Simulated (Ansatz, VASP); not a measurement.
## Lu in VASP and in Ansatz

The input INCAR:

```
SYSTEM = Lu
  PREC = Accurate
  ENCUT = 520
  EDIFF = 1E-7
  ISMEAR = -1
  SIGMA = 0.1
  LREAL = .FALSE.
  LASPH = .TRUE.
  NELM = 100
  ALGO = Normal
  ISIF = 2
  LWAVE = .FALSE.
  LCHARG = .TRUE.
  GGA = CA
  LELF = .TRUE.
  LVHAR = .TRUE.
  NBANDS = 44
```

File KPOINTS:

```
Automatic mesh
0
G
  8 8 11
  0 0 0
```

File POSCAR:

```
Lu
1.0
    5.2858195815      0.0000000000      0.0000000000
   -2.6429097907      4.5776540374      0.0000000000
    0.0000000000      0.0000000000      3.3172710266
Lu
3
Direct
    1.0000000000      0.0000000000      1.0000000000
    0.3333333333      0.6666666667      0.5000000000
    0.6666666667      0.3333333333      0.5000000000
```

Input for Ansatz:

```yaml
crystal:
  lattice:
    - [5.2858195815, 0.0, 0.0]
    - [-2.6429097907, 4.5776540374, 0.0]
    - [0.0, 0.0, 3.3172710266]
  atoms:
    - { symbol: Lu, position: [1.0, 0.0, 1.0] }
    - { symbol: Lu, position: [0.3333333333, 0.6666666667, 0.5] }
    - { symbol: Lu, position: [0.6666666667, 0.3333333333, 0.5] }
hamiltonian:
  xc: lda
  pseudopotentials:
    kind: paw
    azcp:
      Lu: "pseudopotentials/Lu.paw.azcp"
basis:
  ecutwfc: 420
  fft_grid_basis: typed
kpoints:
  mp_grid: { grid: [8, 8, 11], shift: [0, 0, 0] }
magnetization:
  spin_polarized: false
scf:
  occupations: { method: fermi_dirac, width: 0.1 }
  lower_state_search: "off"
output:
  stress: true
  write_density: true
  write_potential: true
  elf: true
  volumetric_format: npy
```

Alike in both runs: task single point; functional LDA; k mesh 8 × 8 × 11; occupations fermi-dirac, width 0.1 eV; no spin polarisation.

```csv
,VASP,Ansatz
version,VASP 6.6.1,Ansatz 0.2.0
potentials or method,"VASP PAW PBE potentials, release 64 (Lu), cutoff 520 eV","plane waves (420 eV) with PAW, scalar-relativistic"
valence electrons in the cell,75,75
```

Ansatz gave:

```
pressure (GPa)                                                : -1.9
traceless stress, the component that is largest in VASP (GPa) : 0.13
```

Question: What did VASP give for the same quantities?

Answer: Pressure (GPa): -1.6; traceless stress, the component that is largest in VASP (GPa): 0.07.

VASP's potentials were made for PBE, not for LDA, and Ansatz warns of the same on its side. LDA's correlation is that of Perdew and Zunger in VASP and of Perdew and Wang (1992) in Ansatz.

Neither program's run includes spin-orbit coupling.
